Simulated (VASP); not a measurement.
# CuSi16 (a cell with a defect) in VASP: single point with PBE+D3(BJ)

Aim: the single point of CuSi16 (a cell with a defect) with PBE+D3(BJ).

Program: VASP 6.6.1. These are calculated values, not measurements. Logs are shortened: lines on timing, memory, paths and dates and some standing lists are left out, and cuts for length are marked.

## (1) The cell of the first run

The cell holds a defect, 17 atoms: a = 7.679 Å, b = 7.679 Å, c = 7.679 Å, α = 60.00°, β = 60.00°, γ = 60.00°.

## (2) Single point, PBE+D3(BJ)

Input file INCAR:

```
  PREC = Accurate
  ENCUT = 520
  EDIFF = 1E-6
  ISMEAR = 0
  SIGMA = 0.05
  LREAL = Auto
  LASPH = T
  NELM = 100
  ALGO = Normal
  ISIF = 2
  LWAVE = F
  LCHARG = F
  GGA = PE
  IVDW = 12
  NELECT = 74.0
  NBANDS = 52
```

Input file KPOINTS:

```
Automatic mesh
0
Gamma
  2 2 2
```

Input file POSCAR:

```
CuSi16
1.0
    0.0000000000      5.4300000000      5.4300000000
    5.4300000000      0.0000000000      5.4300000000
    5.4300000000      5.4300000000      0.0000000000
Si Cu
16 1
Direct
   -0.0083646409     -0.0051762431      0.0034005525
    0.1077234807      0.1269978821      0.1341179558
   -0.0007464088     -0.0043777164      0.5086077348
    0.1243947514      0.1219763352      0.6304310313
   -0.0106674954      0.5091096685      0.0038569982
    0.1208762431      0.6202541436      0.1343230203
    0.0019451197      0.4958116022      0.5061508287
    0.1248401473      0.6209513812      0.6308791897
    0.4767079190      0.0206808471     -0.0122539595
    0.6148127072      0.1182178637      0.1210202578
    0.4972947514     -0.0051584715      0.4986280847
    0.6248306630      0.1262932781      0.6193347145
    0.4928267035      0.5058379374     -0.0024782689
    0.6121279006      0.6499608656      0.1181978821
    0.4977080110      0.5091542357      0.4962258748
    0.6303337017      0.6203276243      0.6255132597
    0.7175375691      0.2769154696      0.2338981584
```

Potentials or basis: VASP PAW PBE potentials, release 64 (Si, Cu).

The run is started by

```console
cat potpaw_PBE.64/Si/POTCAR potpaw_PBE.64/Cu/POTCAR > POTCAR
mpirun -np 1 vasp_std > vasp.out
```

OUTCAR:

```text
PREC = Accurate
   ENCUT = 520
   EDIFF = 1E-6
   ISMEAR = 0
   LREAL = Auto
   LASPH = T
   NELM = 100
   ISIF = 2
   GGA = PE
   IVDW = 12
   NELECT = 74.0
 IVDW          = 12

 ion  position               nearest neighbor table
   1  0.992  0.995  0.003-   4 2.34   6 2.35  10 2.36   2 2.38  17 2.79
   2  0.108  0.127  0.134-   9 2.32   3 2.35   1 2.38   5 2.40  17 2.46
   3  0.999  0.996  0.509-   4 2.34   8 2.35  12 2.35   2 2.35
   4  0.124  0.122  0.630-  11 2.34   1 2.34   3 2.34   7 2.34
   5  0.989  0.509  0.004-   8 2.34   6 2.34  14 2.37   2 2.40  17 2.75
   6  0.121  0.620  0.134-   7 2.33  13 2.33   5 2.34   1 2.35
   7  0.002  0.496  0.506-  16 2.33   6 2.33   8 2.34   4 2.34
   8  0.125  0.621  0.631-   7 2.34  15 2.34   5 2.34   3 2.35
   9  0.477  0.021  0.988-  12 2.32   2 2.32  10 2.32  14 2.33
  10  0.615  0.118  0.121-   9 2.32  17 2.36   1 2.36  11 2.37  13 2.43
  11  0.497  0.995  0.499-   4 2.34  16 2.35  10 2.37  12 2.38  17 2.74
  12  0.625  0.126  0.619-   9 2.32   3 2.35  11 2.38  15 2.40  17 2.43
  13  0.493  0.506  0.998-   6 2.33  16 2.33  14 2.41  10 2.43  17 2.50
  14  0.612  0.650  0.118-   9 2.33  17 2.35   5 2.37  15 2.37  13 2.41
  15  0.498  0.509  0.496-   8 2.34  16 2.34  14 2.37  12 2.40  17 2.70
  16  0.630  0.620  0.626-   7 2.33  13 2.33  15 2.34  11 2.35
  17  0.718  0.277  0.234-  14 2.35  10 2.36  12 2.43   2 2.46  13 2.50  15 2.70  11 2.74   5 2.75
                             1 2.79

  LATTYP: Found a face centered cubic cell.
 ALAT       =    10.8600000000

  Lattice vectors:

 A1 = (   0.0000000000,   5.4300000000,   5.4300000000)
 A2 = (   5.4300000000,   0.0000000000,   5.4300000000)
 A3 = (   5.4300000000,   5.4300000000,   0.0000000000)

Analysis of symmetry for initial positions (statically):
=====================================================================
 Subroutine PRICEL returns:
 Original cell was already a primitive cell.

 Routine SETGRP: Setting up the symmetry group for a
 face centered cubic supercell.

 Subroutine GETGRP returns: Found  1 space group operations
 (whereof  1 operations were pure point group operations)
 out of a pool of 48 trial point group operations.

The static configuration has the point symmetry C_1 .

Analysis of symmetry for dynamics (positions and initial velocities):
=====================================================================
 Subroutine PRICEL returns:
 Original cell was already a primitive cell.

 Routine SETGRP: Setting up the symmetry group for a
 face centered cubic supercell.

 Subroutine GETGRP returns: Found  1 space group operations
 (whereof  1 operations were pure point group operations)
 out of a pool of 48 trial point group operations.

The dynamic configuration has the point symmetry C_1 .

 Subroutine INISYM returns: Found  1 space group operations
 (whereof  1 operations are pure point group operations),
 and found     1 'primitive' translations

----------------------------------------------------------------------------------------

                                     Primitive cell

  volume of cell :     320.2060

  direct lattice vectors                    reciprocal lattice vectors
     0.000000000  5.430000000  5.430000000    -0.092081031  0.092081031  0.092081031
     5.430000000  0.000000000  5.430000000     0.092081031 -0.092081031  0.092081031
     5.430000000  5.430000000  0.000000000     0.092081031  0.092081031 -0.092081031

  length of vectors
     7.679179644  7.679179644  7.679179644     0.159489025  0.159489025  0.159489025

  position of ions in fractional coordinates (direct lattice)
     0.991635359  0.994823757  0.003400552
     0.107723481  0.126997882  0.134117956
     0.999253591  0.995622284  0.508607735
     0.124394751  0.121976335  0.630431031
     0.989332505  0.509109669  0.003856998
     0.120876243  0.620254144  0.134323020
[... 9 lines left out ...]
     0.630333702  0.620327624  0.625513260
     0.717537569  0.276915470  0.233898158

  ion indices of the primitive-cell ions
   primitive index   ion index
                 1           1
                 2           2
                 3           3
                 4           4
                 5           5
                 6           6
[... 9 lines left out ...]
                16          16
                17          17

----------------------------------------------------------------------------------------

 KPOINTS: Automatic mesh

Automatic generation of k-mesh.
 Grid dimensions read from file:
 generate k-points for:    2    2    2

 Generating k-lattice:

  Cartesian coordinates                     Fractional coordinates (reciprocal lattice)
    -0.046040516  0.046040516  0.046040516     0.500000000  0.000000000  0.000000000
     0.046040516 -0.046040516  0.046040516     0.000000000  0.500000000  0.000000000
     0.046040516  0.046040516 -0.046040516     0.000000000  0.000000000  0.500000000

  Length of vectors
     0.079744512  0.079744512  0.079744512

  Shift w.r.t. Gamma in fractional coordinates (k-lattice)
     0.000000000  0.000000000  0.000000000

 Subroutine IBZKPT returns following result:
 ===========================================

 Found      8 irreducible k-points:

 Following reciprocal coordinates:
            Coordinates               Weight
  0.000000  0.000000  0.000000      1.000000
  0.500000  0.000000  0.000000      1.000000
  0.000000  0.500000  0.000000      1.000000
  0.000000  0.000000  0.500000      1.000000
  0.500000  0.500000  0.500000      1.000000
  0.500000  0.500000  0.000000      1.000000
  0.000000  0.500000  0.500000      1.000000
  0.500000  0.000000  0.500000      1.000000
   k-points           NKPTS =      8   k-points in BZ     NKDIM =      8   number of bands    NBANDS=     52
   number of dos      NEDOS =    301   number of ions     NIONS =     17
   total plane-waves  NPLWV = 216000
   dimension x,y,z NGX =    60 NGY =   60 NGZ =   60
   dimension x,y,z NGXF=   120 NGYF=  120 NGZF=  120
   ions per type =              16   1
   NGX,Y,Z   is equivalent  to a cutoff of  12.99, 12.99, 12.99 a.u.
   NGXF,Y,Z  is equivalent  to a cutoff of  25.98, 25.98, 25.98 a.u.
 SYSTEM =  unknown system
   PREC   = accura    normal or accurate (medium, high low for compatibility)
   ISTART =      0    job   : 0-new  1-cont  2-samecut
   ICHARG =      2    charge: 1-file 2-atom 10-const
   ISPIN  =      1    spin polarized calculation?
   LNONCOLLINEAR =      F non collinear calculations
   LSORBIT =      F    spin-orbit coupling
   LASPH  =      T    aspherical Exc in radial PAW
   ENCUT  =  520.0 eV  38.22 Ry    6.18 a.u.  14.28 14.28 14.28*2*pi/ulx,y,z
   NELM   =    100;   NELMIN=  2; NELMDL= -5     # of ELM steps
   EDIFF  = 0.1E-05   stopping-criterion for ELM
   LREAL  =      T    real-space projection
   EDIFFG = 0.1E-04   stopping-criterion for IOM
   NSW    =      0    number of steps for IOM
   IBRION =     -1    ionic relax: 0-MD 1-quasi-New 2-CG
   NFREE  =      0    steps in history (QN), initial steepest desc. (CG)
   ISIF   =      2    stress and relaxation
   ISYM   =      2    0-nonsym 1-usesym 2-fastsym
   POTIM  = 0.5000    time-step for ionic-motion
   TEBEG  =    0.0;   TEEND  =   0.0 temperature during run
   PSTRESS=    0.0 pullay stress
   NELECT =      74.0000    total number of electrons
   NUPDOWN=      -1.0000    fix difference up-down
   EMIN   =  10.00;   EMAX   =-10.00  energy-range for DOS
   EFERMI =   0.00;   METHOD = LEGACY
   ISMEAR =     0;   SIGMA  =   0.05  broadening in eV -4-tet -1-fermi 0-gaus
   EFERMI_NEDOS =   21; number of points for ismear=-14 and -15
   IALGO  =     38    algorithm
   IMIX   =      4    mixing-type and parameters
     AMIX     =   0.40;   BMIX     =  1.00
     AMIX_MAG =   1.60;   BMIX_MAG =  1.00
  volume/ion in A,a.u.               =      18.84       127.11
  Fermi-wavevector in a.u.,A,eV,Ry     =   1.004636  1.898488 13.732283  1.009294
  Thomas-Fermi vector in A             =   2.137265
   LORBIT       =      0    0 simple, 1 ext, 2 COOP (PROOUT), +10 PAW based schemes
   GGA     = PE    functional components
   LHFCALC =     F    Hartree Fock is set to
   AEXX    =    0.0000 exact exchange contribution
   IVDW    =    12    specifies the selected vdW correction
   LEPSILON=     F    determine dielectric tensor
   LRPA    =     F    only Hartree local field effects (RPA)
 non-spin polarized calculation
 Gauss-broadening in eV      SIGMA  =   0.05
  energy-cutoff  :      520.00
  volume of cell :      320.21
 maximum number of plane-waves:      8646
 NGX is ok and might be reduce to    60
   NGX = 29   NGY = 29   NGZ = 29

 number of electron      74.0000001 magnetization

 Free energy of the ion-electron system (eV)
  ---------------------------------------------------
  ext. energy  EPLUGINS =         0.00000000
  ---------------------------------------------------
  free energy    TOTEN  =       -94.20360509 eV

  energy without entropy =      -94.20222482  energy(sigma->0) =      -94.20291496

 E-fermi :   6.3629     XC(G=0):  -9.6062

 val. band max:        6.2990809181   @ k =   0.0000   0.0000   0.0000
 cond. band min:       6.4267948944   @ k =   0.0000   0.0000   0.0000
 fundamental gap:      0.1277139763
 Fermi energy:         6.3629379164

 k-point     1 :       0.0000    0.0000    0.0000
  band No.  band energies     occupation
      1      -5.8982      2.00000
      2      -3.5268      2.00000
      3      -3.5190      2.00000
      4      -3.4942      2.00000
      5      -3.4769      2.00000
      6      -2.0488      2.00000
[... 41 lines left out ...]
     48       8.5041      0.00000
     49       8.6656      0.00000

 k-point     2 :       0.5000    0.0000    0.0000
  band No.  band energies     occupation
      1      -5.2388      2.00000
      2      -4.9260      2.00000
      3      -3.2801      2.00000
      4      -3.2638      2.00000
      5      -3.2050      2.00000
      6      -3.0438      2.00000
[... 304 lines left out ...]
 k-point     8 :       0.5000    0.0000    0.5000
  band No.  band energies     occupation
      1      -4.9404      2.00000
      2      -4.7219      2.00000
      3      -3.8679      2.00000
      4      -3.7829      2.00000
      5      -3.7519      2.00000
      6      -3.7434      2.00000
[... 41 lines left out ...]
     48      10.4991      0.00000
     49      10.5412      0.00000
 [bands above 49 left out]

------------------------ aborting loop because EDIFF is reached ----------------------------------------

 Edisp (eV)   -5.66909

 E8    (eV) :    -2.3512

  FORCE on cell =-STRESS in cart. coord.  units (eV):
  Direction    XX          YY          ZZ          XY          YZ          ZX
  --------------------------------------------------------------------------------------
  -------------------------------------------------------------------------------------
  Total      -7.79579    -6.92945    -7.83847     0.32640     0.21812     0.02866
  in kB     -39.00687   -34.67207   -39.22043     1.63316     1.09138     0.14342
  external pressure =      -37.63 kB  Pullay stress =        0.00 kB

 VOLUME and BASIS-vectors are now :
 -----------------------------------------------------------------------------
  energy-cutoff  :      520.00
  volume of cell :      320.21
      direct lattice vectors                 reciprocal lattice vectors
     0.000000000  5.430000000  5.430000000    -0.092081031  0.092081031  0.092081031
     5.430000000  0.000000000  5.430000000     0.092081031 -0.092081031  0.092081031
     5.430000000  5.430000000  0.000000000     0.092081031  0.092081031 -0.092081031

 POSITION                                       TOTAL-FORCE (eV/Angst)
 -----------------------------------------------------------------------------------
      5.42036      5.40304     10.78647        -0.004098      0.002832      0.016388
      1.41786      1.31320      1.27454        -0.012488     -0.010546     -0.007596
      8.16797      8.18769     10.83218        -0.009666      0.007469      0.004046
      4.08557      4.09870      1.33780        -0.000469     -0.000456     -0.009766
      2.78541      5.39302      8.13654        -0.011314     -0.007940     -0.006414
      4.09735      1.38573      4.02434        -0.004670      0.000396     -0.008705
[... 9 lines left out ...]
      6.76492      6.81925      6.79109        -0.002694      0.006465     -0.017553
      2.77372      5.16630      5.39988         0.032035      0.030207      0.011761
 -----------------------------------------------------------------------------------
    total drift:                                0.003732      0.000139     -0.003990

  FREE ENERGIE OF THE ION-ELECTRON SYSTEM (eV)
  ---------------------------------------------------
  free  energy   TOTEN  =       -99.8726956523 eV

  energy  without entropy=      -99.8713153821  energy(sigma->0) =      -99.87200552
```

Run time: 7.2 min. Hardware: 1 thread of AMD EPYC 7R43 (Zen 3), shared host; peak memory 0.45 GiB.

What came out:

* Free energy: -99.8727 eV
* Largest force: 0.046 eV/Å
* Dispersion energy per atom: -0.333 eV

Forces in eV/Å, atoms in the order of the input:
```
Si  -0.004  0.003  0.016
Si  -0.012 -0.011 -0.008
Si  -0.010  0.007  0.004
Si   0.000  0.000 -0.010
Si  -0.011 -0.008 -0.006
Si  -0.005  0.000 -0.009
Si  -0.005 -0.010  0.003
Si  -0.002  0.005 -0.014
Si   0.034  0.030  0.008
Si  -0.008 -0.002  0.001
Si   0.004 -0.002 -0.001
Si  -0.019  0.008 -0.010
Si   0.008 -0.014  0.011
Si   0.011 -0.030  0.021
Si  -0.010 -0.014 -0.001
Si  -0.003  0.006 -0.018
Cu   0.032  0.030  0.012
```

Levels at points of the mesh, in eV from the Fermi level:
```tsv
k point	band 34	band 35	band 36	band 37	band 38	band 39	band 40	band 41
(0.00, 0.00, 0.00)	-0.81	-0.60	-0.19	-0.06	0.06	0.62	0.63	0.65
(0.50, 0.00, 0.00)	-0.87	-0.83	-0.72	-0.57	0.56	1.10	1.34	1.36
(0.00, 0.50, 0.00)	-0.90	-0.87	-0.73	-0.71	0.51	1.21	1.37	1.39
(0.00, 0.00, 0.50)	-0.88	-0.83	-0.75	-0.59	0.56	1.11	1.34	1.36
(0.50, 0.50, 0.50)	-0.90	-0.83	-0.73	-0.71	0.54	1.20	1.37	1.39
(0.50, 0.50, 0.00)	-1.47	-1.46	-1.40	-0.94	0.69	1.09	2.07	2.10
(0.00, 0.50, 0.50)	-1.48	-1.45	-1.40	-0.94	0.69	1.09	2.07	2.10
(0.50, 0.00, 0.50)	-1.52	-1.41	-1.38	-0.90	0.67	1.11	2.05	2.13
```

Caveat: the k points lie up to 0.50 Å⁻¹ apart; the cell carries a net charge on a neutralising background, which shifts energy and pressure; the cell is charged against a uniform background, so pressure and absolute levels hang on convention.
